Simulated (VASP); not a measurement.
# Cd2HgSe3 (C2) in VASP: notebook

The runs below take Cd2HgSe3 through single point, with PBE.

Program: VASP 6.6.1. These are calculated values, not measurements. Logs are shortened: lines on timing, memory, paths and dates and some standing lists are left out, and cuts for length are marked.

## 1. The cell of the first run

The structure is monoclinic, space group C2 (No. 5). The conventional cell has a = 7.810 Å, b = 4.369 Å, c = 10.220 Å, α = 90.00°, β = 97.26°, γ = 90.00°. Cd (site symmetry 1) has 5 Se at 2.71 to 3.72 Å within 3.8 Å. Hg (site symmetry 2) has 2 Se at 2.52 Å within 3.3 Å. Se (site symmetry 1) has 1 Hg at 2.52 Å and 2 Cd at 2.71 to 2.76 Å within 3.3 Å. Se (site symmetry 2) has 4 Cd at 2.71 to 2.85 Å within 3.6 Å.

## 2. Single point, PBE (28.83 Å³/atom)

INCAR reads:

```
SYSTEM = Cd2HgSe3
  PREC = Accurate
  ENCUT = 520
  EDIFF = 1E-6
  ISMEAR = 0
  SIGMA = 0.02
  LREAL = .False.
  LASPH = .True.
  NELM = 60
  ALGO = Normal
  ISIF = 2
  LWAVE = .False.
  LCHARG = .True.
  GGA = PE
  LELF = .True.
  LVHAR = .True.
  NBANDS = 36
```

KPOINTS reads:

```
Automatic mesh
0
Gamma
  8 8 4
  0 0 0
```

POSCAR reads:

```
Cd2HgSe3
1.0
    3.9047559059     -2.1847140326     -0.0492253309
    3.9047559059      2.1847140326     -0.0492253309
   -1.1630926972      0.0000000000     10.1538571173
Cd Hg Se
2 1 3
Direct
    0.4087567342     -0.0003441053      0.3379497279
    1.0003441053      0.5912432658      0.6620502721
    0.6918916800      0.3081083200      0.0000000000
    0.4658648758      0.0414828772      0.8158019099
    0.4746254819      0.5253745181      0.5000000000
    0.9585171228      0.5341351242      0.1841980901
```

Potentials or basis: VASP PAW PBE potentials, release 64 (Cd, Hg, Se).

The run is started by

```
$ cat potpaw_PBE.64/Cd/POTCAR potpaw_PBE.64/Hg/POTCAR potpaw_PBE.64/Se/POTCAR > POTCAR
$ mpirun -np 1 vasp_std > vasp.out
```

OUTCAR:

```text
SYSTEM = Cd2HgSe3
   PREC = Accurate
   ENCUT = 520
   EDIFF = 1E-6
   ISMEAR = 0
   LREAL = .False.
   LASPH = .True.
   NELM = 60
   ISIF = 2
   GGA = PE

 ion  position               nearest neighbor table
   1  0.409  1.000  0.338-   6 2.71   5 2.71   6 2.76   5 2.85
   2  0.000  0.591  0.662-   4 2.71   5 2.71   4 2.76   5 2.85
   3  0.692  0.308  0.000-   4 2.52   6 2.52
   4  0.466  0.041  0.816-   3 2.52   2 2.71   2 2.76
   5  0.475  0.525  0.500-   1 2.71   2 2.71   2 2.85   1 2.85
   6  0.959  0.534  0.184-   3 2.52   1 2.71   1 2.76

  LATTYP: Found a base centered monoclinic cell.
 ALAT       =     7.8101323466
 B/A-ratio  =     0.5594563410
 C/A-ratio  =     1.3085891374
 COS(beta)  =    -0.1263172851

  Lattice vectors:

 A1 = (   3.9047559059,  -2.1847140326,  -0.0492253309)
 A2 = (   3.9047559059,   2.1847140326,  -0.0492253309)
 A3 = (  -1.1630926972,   0.0000000000,  10.1538571173)

Analysis of symmetry for initial positions (statically):
=====================================================================
 Subroutine PRICEL returns:
 Original cell was already a primitive cell.

 Routine SETGRP: Setting up the symmetry group for a
 base centered monoclinic supercell.

 Subroutine GETGRP returns: Found  2 space group operations
 (whereof  2 operations were pure point group operations)
 out of a pool of  4 trial point group operations.

The static configuration has the point symmetry C_2 .

Analysis of symmetry for dynamics (positions and initial velocities):
=====================================================================
 Subroutine PRICEL returns:
 Original cell was already a primitive cell.

 Routine SETGRP: Setting up the symmetry group for a
 base centered monoclinic supercell.

 Subroutine GETGRP returns: Found  2 space group operations
 (whereof  2 operations were pure point group operations)
 out of a pool of  4 trial point group operations.

The dynamic configuration has the point symmetry C_2 .

 Subroutine INISYM returns: Found  2 space group operations
 (whereof  2 operations are pure point group operations),
 and found     1 'primitive' translations

----------------------------------------------------------------------------------------

                                     Primitive cell

  volume of cell :     172.9904

  direct lattice vectors                    reciprocal lattice vectors
     3.904755906 -2.184714033 -0.049225331     0.128234152 -0.228862905  0.014688823
     3.904755906  2.184714033 -0.049225331     0.128234152  0.228862905  0.014688823
    -1.163092697  0.000000000 10.153857117     0.001243344  0.000000000  0.098627163

  length of vectors
     4.474652749  4.474652749 10.220254350     0.262750811  0.262750811  0.098635000

  position of ions in fractional coordinates (direct lattice)
     0.408756734  0.999655895  0.337949728
     0.000344105  0.591243266  0.662050272
     0.691891680  0.308108320  1.000000000
     0.465864876  0.041482877  0.815801910
     0.474625482  0.525374518  0.500000000
     0.958517123  0.534135124  0.184198090

  ion indices of the primitive-cell ions
   primitive index   ion index
                 1           1
                 2           2
                 3           3
                 4           4
                 5           5
                 6           6

----------------------------------------------------------------------------------------

 KPOINTS: Automatic mesh

Automatic generation of k-mesh.
 Grid dimensions read from file:
 generate k-points for:    8    8    4

 Generating k-lattice:

  Cartesian coordinates                     Fractional coordinates (reciprocal lattice)
     0.016029269 -0.028607863  0.001836103     0.125000000 -0.000000000  0.000000000
     0.016029269  0.028607863  0.001836103    -0.000000000  0.125000000  0.000000000
     0.000310836  0.000000000  0.024656791    -0.000000000 -0.000000000  0.250000000

  Length of vectors
     0.032843851  0.032843851  0.024658750

  Shift w.r.t. Gamma in fractional coordinates (k-lattice)
     0.000000000  0.000000000  0.000000000

 Subroutine IBZKPT returns following result:
 ===========================================

 Found     78 irreducible k-points:

 Following reciprocal coordinates:
            Coordinates               Weight
  0.000000  0.000000  0.000000      1.000000
  0.125000 -0.000000 -0.000000      4.000000
  0.250000 -0.000000 -0.000000      4.000000
  0.375000  0.000000 -0.000000      4.000000
  0.500000 -0.000000 -0.000000      2.000000
  0.125000  0.125000 -0.000000      2.000000
[... 16 lines left out ...]
  0.125000  0.000000  0.250000      4.000000
  0.250000 -0.000000  0.250000      4.000000
 [... further k-points ...]
   k-points           NKPTS =     78   k-points in BZ     NKDIM =     78   number of bands    NBANDS=     36
   number of dos      NEDOS =    301   number of ions     NIONS =      6
   total plane-waves  NPLWV = 103680
   dimension x,y,z NGX =    36 NGY =   36 NGZ =   80
   dimension x,y,z NGXF=    72 NGYF=   72 NGZF=  160
   ions per type =               2   1   3
   NGX,Y,Z   is equivalent  to a cutoff of  13.38, 13.38, 13.01 a.u.
   NGXF,Y,Z  is equivalent  to a cutoff of  26.75, 26.75, 26.03 a.u.
 SYSTEM =  Cd2HgSe3
   PREC   = accura    normal or accurate (medium, high low for compatibility)
   ISTART =      0    job   : 0-new  1-cont  2-samecut
   ICHARG =      2    charge: 1-file 2-atom 10-const
   ISPIN  =      1    spin polarized calculation?
   LNONCOLLINEAR =      F non collinear calculations
   LSORBIT =      F    spin-orbit coupling
   LASPH  =      T    aspherical Exc in radial PAW
   ENCUT  =  520.0 eV  38.22 Ry    6.18 a.u.   8.32  8.32 19.00*2*pi/ulx,y,z
   NELM   =     60;   NELMIN=  2; NELMDL= -5     # of ELM steps
   EDIFF  = 0.1E-05   stopping-criterion for ELM
   LREAL  =      F    real-space projection
   EDIFFG = 0.1E-04   stopping-criterion for IOM
   NSW    =      0    number of steps for IOM
   IBRION =     -1    ionic relax: 0-MD 1-quasi-New 2-CG
   NFREE  =      0    steps in history (QN), initial steepest desc. (CG)
   ISIF   =      2    stress and relaxation
   ISYM   =      2    0-nonsym 1-usesym 2-fastsym
   POTIM  = 0.5000    time-step for ionic-motion
   TEBEG  =    0.0;   TEEND  =   0.0 temperature during run
   PSTRESS=    0.0 pullay stress
   NELECT =      54.0000    total number of electrons
   NUPDOWN=      -1.0000    fix difference up-down
   EMIN   =  10.00;   EMAX   =-10.00  energy-range for DOS
   EFERMI =   0.00;   METHOD = LEGACY
   ISMEAR =     0;   SIGMA  =   0.02  broadening in eV -4-tet -1-fermi 0-gaus
   EFERMI_NEDOS =   21; number of points for ismear=-14 and -15
   IALGO  =     38    algorithm
   IMIX   =      4    mixing-type and parameters
     AMIX     =   0.40;   BMIX     =  1.00
     AMIX_MAG =   1.60;   BMIX_MAG =  1.00
  volume/ion in A,a.u.               =      28.83       194.57
  Fermi-wavevector in a.u.,A,eV,Ry     =   1.110535  2.098606 16.779890  1.233287
  Thomas-Fermi vector in A             =   2.247087
   LORBIT       =      0    0 simple, 1 ext, 2 COOP (PROOUT), +10 PAW based schemes
   GGA     = PE    functional components
   LHFCALC =     F    Hartree Fock is set to
   AEXX    =    0.0000 exact exchange contribution
   IVDW    =     0    specifies the selected vdW correction
   LEPSILON=     F    determine dielectric tensor
   LRPA    =     F    only Hartree local field effects (RPA)
 non-spin polarized calculation
 Gauss-broadening in eV      SIGMA  =   0.02
  energy-cutoff  :      520.00
  volume of cell :      172.99
 maximum number of plane-waves:      4680
 NGX is ok and might be reduce to    36
   NGX = 17   NGY = 17   NGZ = 39

 number of electron      54.0000000 magnetization

 Free energy of the ion-electron system (eV)
  ---------------------------------------------------
  ext. energy  EPLUGINS =         0.00000000
  ---------------------------------------------------
  free energy    TOTEN  =       -14.58762436 eV

  energy without entropy =      -14.58762436  energy(sigma->0) =      -14.58762436

 E-fermi :   0.9764     XC(G=0):  -8.9959

 val. band max:        0.8509948136   @ k =   0.0000   0.0000   0.5000
 cond. band min:       1.5156827983   @ k =   0.0000   0.0000   0.0000
 fundamental gap:      0.6646879847
 Fermi energy:         0.9763703603

 k-point     1 :       0.0000    0.0000    0.0000
  band No.  band energies     occupation
      1     -11.6682      2.00000
      2     -11.1439      2.00000
      3     -10.9674      2.00000
      4      -7.0027      2.00000
      5      -6.8349      2.00000
      6      -6.8184      2.00000
[... 28 lines left out ...]
     35       7.2820      0.00000
     36       8.1595      0.00000

 k-point     2 :       0.1250   -0.0000   -0.0000
  band No.  band energies     occupation
      1     -11.6215      2.00000
      2     -11.1322      2.00000
      3     -10.9442      2.00000
      4      -6.9839      2.00000
      5      -6.8386      2.00000
      6      -6.8178      2.00000
[... 28 lines left out ...]
     35       7.5316      0.00000
     36       7.8995      0.00000

 k-point     3 :       0.2500   -0.0000   -0.0000
  band No.  band energies     occupation
      1     -11.5044      2.00000
      2     -11.1027      2.00000
      3     -10.8890      2.00000
      4      -6.9368      2.00000
      5      -6.8417      2.00000
      6      -6.8105      2.00000
[... 28 lines left out ...]
     35       7.4091      0.00000
     36       7.8104      0.00000

 k-point     4 :       0.3750    0.0000   -0.0000
  band No.  band energies     occupation
      1     -11.3817      2.00000
      2     -11.0695      2.00000
      3     -10.8362      2.00000
      4      -6.8987      2.00000
      5      -6.8467      2.00000
      6      -6.7827      2.00000
[... 28 lines left out ...]
     35       7.6559      0.00000
     36       7.9313      0.00000

 k-point     5 :       0.5000   -0.0000   -0.0000
  band No.  band energies     occupation
      1     -11.3296      2.00000
      2     -11.0533      2.00000
      3     -10.8156      2.00000
      4      -6.8898      2.00000
      5      -6.8470      2.00000
      6      -6.7651      2.00000
[... 655 lines left out ...]
 k-point    22 :       0.0000    0.0000    0.2500
  band No.  band energies     occupation
      1     -11.6323      2.00000
      2     -11.2698      2.00000
      3     -10.8728      2.00000
      4      -7.0052      2.00000
      5      -6.8397      2.00000
      6      -6.8187      2.00000
[... 28 lines left out ...]
     35       7.2360      0.00000
     36       7.9413      0.00000

 k-point    23 :       0.1250    0.0000    0.2500
  band No.  band energies     occupation
      1     -11.5768      2.00000
      2     -11.2694      2.00000
      3     -10.8468      2.00000
      4      -6.9881      2.00000
      5      -6.8392      2.00000
      6      -6.8254      2.00000
[... 28 lines left out ...]
     35       7.5146      0.00000
     36       7.7659      0.00000

 k-point    24 :       0.2500   -0.0000    0.2500
  band No.  band energies     occupation
      1     -11.4659      2.00000
      2     -11.2051      2.00000
      3     -10.8222      2.00000
      4      -6.9452      2.00000
      5      -6.8451      2.00000
      6      -6.8151      2.00000
[... 28 lines left out ...]
     35       7.3193      0.00000
     36       7.8158      0.00000

 [... further k-points ...]
[... 5 lines left out ...]
  --------------------------------------------------------------------------------------
  -------------------------------------------------------------------------------------
  Total       -1.2418124     -1.3709204     -1.1557526      0.0000000      0.0000000      0.0994205
  in kB      -11.5012387    -12.6969928    -10.7041824      0.0000000      0.0000000      0.9207982
  external PRESSURE =     -11.6341380 kB  Pullay stress =       0.0000000 kB

 VOLUME and BASIS-vectors are now :
 -----------------------------------------------------------------------------
  energy-cutoff  :      520.00
  volume of cell :      172.99
      direct lattice vectors                 reciprocal lattice vectors
     3.904755906 -2.184714033 -0.049225331     0.128234152 -0.228862905  0.014688823
     3.904755906  2.184714033 -0.049225331     0.128234152  0.228862905  0.014688823
    -1.163092697  0.000000000 10.153857117     0.001243344  0.000000000  0.098627163

 POSITION                                       TOTAL-FORCE (eV/Angst)
 -----------------------------------------------------------------------------------
      5.10644      1.29095      3.36216        -0.003228     -0.004987      0.008192
      1.53998      1.29095      6.69324         0.003228     -0.004987     -0.008192
      3.90476     -0.83846     -0.04923        -0.000000      0.004837      0.000000
      1.03222     -0.92715      8.25856        -0.060517      0.009606     -0.037403
      3.32321      0.11087      5.02770        -0.000000     -0.014075     -0.000000
      5.61420     -0.92715      1.79684         0.060517      0.009606      0.037403
 -----------------------------------------------------------------------------------
    total drift:                               -0.000000      0.000514      0.000000

  FREE ENERGIE OF THE ION-ELECTRON SYSTEM (eV)
  ---------------------------------------------------
  free  energy   TOTEN  =       -14.5876243634 eV

  energy  without entropy=      -14.5876243634  energy(sigma->0) =      -14.58762436
```

Run time: 4 min. Hardware: 1 thread of Intel Xeon 6975P-C (Granite Rapids), shared host; peak memory 0.63 GiB.

What came out:

| Property | Result |
| --- | --- |
| Free energy | -14.5876 eV |
| Pressure | -1.2 GPa |
| Largest force | 0.072 eV/Å |
| Band gap on the k mesh | 0.66 eV (least direct gap 0.72 eV) |

Forces on the atoms (eV/Å):
```
Cd  -0.003 -0.005  0.008
Cd   0.003 -0.005 -0.008
Hg   0.000  0.005  0.000
Se  -0.061  0.010 -0.037
Se   0.000 -0.014  0.000
Se   0.061  0.010  0.037
```

Caveat: spin-orbit coupling is left out, which moves the levels of the heavy elements.

(Continued in part 2 of 2.)
